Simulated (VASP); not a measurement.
# ZrSnSe3 (Pm-3m) in VASP: further runs, part 2 of 2

VASP 6.6.1. Earlier steps stand in the parts before.

## 4. Single point, PBE

This run uses another cell than the first one, of 28.44 Å³/atom, 0.996 times its volume.

Input file INCAR:

```
SYSTEM = ZrSnSe3
PREC = Accurate
ENCUT = 520
EDIFF = 1E-6
ISMEAR = 0
SIGMA = 0.1
LREAL = .False.
LASPH = .True.
NELM = 80
ALGO = Normal
ISIF = 2
LWAVE = .False.
LCHARG = .True.
GGA = PE
LELF = .True.
LVHAR = .True.
NBANDS = 30
```

Input file KPOINTS:

```
Automatic mesh
0
Gamma
  8 8 8
  0 0 0
```

Input file POSCAR:

```
ZrSnSe3
1.0
    5.2192940187      0.0000000000      0.0000000000
    0.0000000000      5.2192940187      0.0000000000
    0.0000000000      0.0000000000      5.2192940187
Zr Sn Se
1 1 3
Direct
    0.0000000000      0.0000000000      0.0000000000
    0.5000000000      0.5000000000      0.5000000000
    0.5000000000      0.0000000000      0.0000000000
    0.0000000000      0.5000000000      0.0000000000
    0.0000000000      0.0000000000      0.5000000000
```

Potentials or basis: VASP PAW PBE potentials, release 64 (Zr_sv, Sn_d, Se).

Launch:

```console
$ cat potpaw_PBE.64/Zr_sv/POTCAR potpaw_PBE.64/Sn_d/POTCAR potpaw_PBE.64/Se/POTCAR > POTCAR
$ mpirun -np 1 vasp_std > vasp.out
```

OUTCAR:

```text
SYSTEM = ZrSnSe3
   PREC = Accurate
   ENCUT = 520
   EDIFF = 1E-6
   ISMEAR = 0
   LREAL = .False.
   LASPH = .True.
   NELM = 80
   ISIF = 2
   GGA = PE

 ion  position               nearest neighbor table
   1  0.000  0.000  0.000-   3 2.61   4 2.61   5 2.61   5 2.61   4 2.61   3 2.61
   2  0.500  0.500  0.500-
   3  0.500  0.000  0.000-   1 2.61   1 2.61
   4  0.000  0.500  0.000-   1 2.61   1 2.61
   5  0.000  0.000  0.500-   1 2.61   1 2.61

  LATTYP: Found a simple cubic cell.
 ALAT       =     5.2192940187

  Lattice vectors:

 A1 = (   5.2192940187,   0.0000000000,   0.0000000000)
 A2 = (   0.0000000000,   5.2192940187,   0.0000000000)
 A3 = (   0.0000000000,   0.0000000000,   5.2192940187)

Analysis of symmetry for initial positions (statically):
=====================================================================
 Subroutine PRICEL returns:
 Original cell was already a primitive cell.

 Routine SETGRP: Setting up the symmetry group for a
 simple cubic supercell.

 Subroutine GETGRP returns: Found 48 space group operations
 (whereof 48 operations were pure point group operations)
 out of a pool of 48 trial point group operations.

The static configuration has the point symmetry O_h .

Analysis of symmetry for dynamics (positions and initial velocities):
=====================================================================
 Subroutine PRICEL returns:
 Original cell was already a primitive cell.

 Routine SETGRP: Setting up the symmetry group for a
 simple cubic supercell.

 Subroutine GETGRP returns: Found 48 space group operations
 (whereof 48 operations were pure point group operations)
 out of a pool of 48 trial point group operations.

The dynamic configuration has the point symmetry O_h .

 Subroutine INISYM returns: Found 48 space group operations
 (whereof 48 operations are pure point group operations),
 and found     1 'primitive' translations

----------------------------------------------------------------------------------------

                                     Primitive cell

  volume of cell :     142.1789

  direct lattice vectors                    reciprocal lattice vectors
     5.219294019  0.000000000  0.000000000     0.191596794  0.000000000  0.000000000
     0.000000000  5.219294019  0.000000000     0.000000000  0.191596794  0.000000000
     0.000000000  0.000000000  5.219294019     0.000000000  0.000000000  0.191596794

  length of vectors
     5.219294019  5.219294019  5.219294019     0.191596794  0.191596794  0.191596794

  position of ions in fractional coordinates (direct lattice)
     0.000000000  0.000000000  0.000000000
     0.500000000  0.500000000  0.500000000
     0.500000000  0.000000000  0.000000000
     0.000000000  0.500000000  0.000000000
     0.000000000  0.000000000  0.500000000

  ion indices of the primitive-cell ions
   primitive index   ion index
                 1           1
                 2           2
                 3           3
                 4           4
                 5           5

----------------------------------------------------------------------------------------

 KPOINTS: Automatic mesh

Automatic generation of k-mesh.
 Grid dimensions read from file:
 generate k-points for:    8    8    8

 Generating k-lattice:

  Cartesian coordinates                     Fractional coordinates (reciprocal lattice)
     0.023949599  0.000000000  0.000000000     0.125000000  0.000000000  0.000000000
     0.000000000  0.023949599  0.000000000     0.000000000  0.125000000  0.000000000
     0.000000000  0.000000000  0.023949599     0.000000000  0.000000000  0.125000000

  Length of vectors
     0.023949599  0.023949599  0.023949599

  Shift w.r.t. Gamma in fractional coordinates (k-lattice)
     0.000000000  0.000000000  0.000000000

 Subroutine IBZKPT returns following result:
 ===========================================

 Found     35 irreducible k-points:

 Following reciprocal coordinates:
            Coordinates               Weight
  0.000000  0.000000  0.000000      1.000000
  0.125000  0.000000  0.000000      6.000000
  0.250000  0.000000  0.000000      6.000000
  0.375000  0.000000  0.000000      6.000000
  0.500000  0.000000  0.000000      3.000000
  0.125000  0.125000  0.000000     12.000000
[... 16 lines left out ...]
  0.375000  0.375000  0.125000     24.000000
  0.500000  0.375000  0.125000     24.000000
 [... further k-points ...]
   k-points           NKPTS =     35   k-points in BZ     NKDIM =     35   number of bands    NBANDS=     30
   number of dos      NEDOS =    301   number of ions     NIONS =      5
   total plane-waves  NPLWV =  64000
   dimension x,y,z NGX =    40 NGY =   40 NGZ =   40
   dimension x,y,z NGXF=    80 NGYF=   80 NGZF=   80
   ions per type =               1   1   3
   NGX,Y,Z   is equivalent  to a cutoff of  12.74, 12.74, 12.74 a.u.
   NGXF,Y,Z  is equivalent  to a cutoff of  25.48, 25.48, 25.48 a.u.
 SYSTEM =  ZrSnSe3
   PREC   = accura    normal or accurate (medium, high low for compatibility)
   ISTART =      0    job   : 0-new  1-cont  2-samecut
   ICHARG =      2    charge: 1-file 2-atom 10-const
   ISPIN  =      1    spin polarized calculation?
   LNONCOLLINEAR =      F non collinear calculations
   LSORBIT =      F    spin-orbit coupling
   LASPH  =      T    aspherical Exc in radial PAW
   ENCUT  =  520.0 eV  38.22 Ry    6.18 a.u.   9.70  9.70  9.70*2*pi/ulx,y,z
   NELM   =     80;   NELMIN=  2; NELMDL= -5     # of ELM steps
   EDIFF  = 0.1E-05   stopping-criterion for ELM
   LREAL  =      F    real-space projection
   EDIFFG = 0.1E-04   stopping-criterion for IOM
   NSW    =      0    number of steps for IOM
   IBRION =     -1    ionic relax: 0-MD 1-quasi-New 2-CG
   NFREE  =      0    steps in history (QN), initial steepest desc. (CG)
   ISIF   =      2    stress and relaxation
   ISYM   =      2    0-nonsym 1-usesym 2-fastsym
   POTIM  = 0.5000    time-step for ionic-motion
   TEBEG  =    0.0;   TEEND  =   0.0 temperature during run
   PSTRESS=    0.0 pullay stress
   NELECT =      44.0000    total number of electrons
   NUPDOWN=      -1.0000    fix difference up-down
   EMIN   =  10.00;   EMAX   =-10.00  energy-range for DOS
   EFERMI =   0.00;   METHOD = LEGACY
   ISMEAR =     0;   SIGMA  =   0.10  broadening in eV -4-tet -1-fermi 0-gaus
   EFERMI_NEDOS =   21; number of points for ismear=-14 and -15
   IALGO  =     38    algorithm
   IMIX   =      4    mixing-type and parameters
     AMIX     =   0.40;   BMIX     =  1.00
     AMIX_MAG =   1.60;   BMIX_MAG =  1.00
  volume/ion in A,a.u.               =      28.44       191.89
  Fermi-wavevector in a.u.,A,eV,Ry     =   1.107339  2.092567 16.683462  1.226200
  Thomas-Fermi vector in A             =   2.243852
   LORBIT       =      0    0 simple, 1 ext, 2 COOP (PROOUT), +10 PAW based schemes
   GGA     = PE    functional components
   LHFCALC =     F    Hartree Fock is set to
   AEXX    =    0.0000 exact exchange contribution
   IVDW    =     0    specifies the selected vdW correction
   LEPSILON=     F    determine dielectric tensor
   LRPA    =     F    only Hartree local field effects (RPA)
 non-spin polarized calculation
 Gauss-broadening in eV      SIGMA  =   0.10
  energy-cutoff  :      520.00
  volume of cell :      142.18
 maximum number of plane-waves:      3887
 NGX is ok and might be reduce to    40
   NGX = 19   NGY = 19   NGZ = 19

 number of electron      43.9999988 magnetization

 Free energy of the ion-electron system (eV)
  ---------------------------------------------------
  ext. energy  EPLUGINS =         0.00000000
  ---------------------------------------------------
  free energy    TOTEN  =       -25.79815866 eV

  energy without entropy =      -25.79398163  energy(sigma->0) =      -25.79607015

 E-fermi :   4.4440     XC(G=0):  -9.2416

 val. band max:        4.4266530669   @ k =   0.5000   0.5000   0.5000
 cond. band min:       4.5552268702   @ k =   0.0000   0.0000   0.0000
 fundamental gap:      0.1285738033
 Fermi energy:         4.4439614576

 k-point     1 :       0.0000    0.0000    0.0000
  band No.  band energies     occupation
      1     -45.2933      2.00000
      2     -23.3535      2.00000
      3     -23.3535      2.00000
      4     -23.3535      2.00000
      5     -18.4897      2.00000
      6     -18.4897      2.00000
[... 781 lines left out ...]
     29       7.7049      0.00000
     30      10.6544      0.00000

 [... further k-points ...]
[... 5 lines left out ...]
  --------------------------------------------------------------------------------------
  -------------------------------------------------------------------------------------
  Total        0.0366304      0.0366304      0.0366304      0.0000000      0.0000000      0.0000000
  in kB        0.4127787      0.4127787      0.4127787      0.0000000      0.0000000      0.0000000
  external PRESSURE =       0.4127787 kB  Pullay stress =       0.0000000 kB

 VOLUME and BASIS-vectors are now :
 -----------------------------------------------------------------------------
  energy-cutoff  :      520.00
  volume of cell :      142.18
      direct lattice vectors                 reciprocal lattice vectors
     5.219294019  0.000000000  0.000000000     0.191596794  0.000000000  0.000000000
     0.000000000  5.219294019  0.000000000     0.000000000  0.191596794  0.000000000
     0.000000000  0.000000000  5.219294019     0.000000000  0.000000000  0.191596794

 POSITION                                       TOTAL-FORCE (eV/Angst)
 -----------------------------------------------------------------------------------
      0.00000      0.00000      0.00000         0.000000      0.000000      0.000000
      2.60965      2.60965      2.60965         0.000000      0.000000      0.000000
      2.60965      0.00000      0.00000         0.000000      0.000000      0.000000
      0.00000      2.60965      0.00000         0.000000      0.000000      0.000000
      0.00000      0.00000      2.60965         0.000000      0.000000      0.000000
 -----------------------------------------------------------------------------------
    total drift:                               -0.000000      0.000000     -0.000000

  FREE ENERGIE OF THE ION-ELECTRON SYSTEM (eV)
  ---------------------------------------------------
  free  energy   TOTEN  =       -25.7981586583 eV

  energy  without entropy=      -25.7939816338  energy(sigma->0) =      -25.79607015
```

Wall time 2.5 min (1 thread of Intel Xeon Platinum 8259CL at 2.50GHz (Skylake/Cascade Lake), shared host); peak memory 0.33 GiB.

Results:

| Property | Result |
| --- | --- |
| Free energy | -25.7982 eV |
| Pressure | 0.0 GPa |
| Band gap on the k mesh | zero (band 22 reaches 4.43 eV, above the bottom of band 23 at 4.41 eV) |

Levels at points of the mesh, in eV from the Fermi level:
```tsv
k point	band 19	band 20	band 21	band 22	band 23	band 24	band 25	band 26
(0.00, 0.00, 0.00)	-1.29	-0.95	-0.95	-0.95	0.11	0.11	0.11	2.07
(0.50, 0.00, 0.00)	-1.75	-1.48	-0.83	-0.83	-0.03	0.17	1.11	1.11
(0.50, 0.50, 0.00)	-2.69	-2.69	-2.30	-0.05	0.13	1.79	1.79	2.34
(0.50, 0.50, 0.50)	-3.94	-0.02	-0.02	-0.02	1.26	1.26	1.26	3.77
```

Caveat: spin-orbit coupling is left out, which moves the levels of the heavy elements.

## 5. Summary

| cell | k mesh | gap on the mesh (eV) | pressure (GPa) |
| --- | --- | --- | --- |
| a = 5.226 Å, 5 atoms | 4 × 4 × 4 | 0.04 | -0.1 |
| a = 5.364 Å, 5 atoms | 4 × 4 × 4 | 0.06 | -4.1 |
| a = 5.219 Å, 5 atoms | 8 × 8 × 8 | none | 0.0 |

Alike in all rows: task single point; level PBE; potentials or basis VASP PAW PBE potentials, release 64 (Zr_sv, Sn_d, Se); no spin polarisation; cutoff (eV) 520; smearing gaussian 0.1 eV.

Caveats: spin-orbit coupling is left out, which moves the levels of the heavy elements.

Total energies depend on the potentials used, so only differences within one code and one set of settings carry meaning.
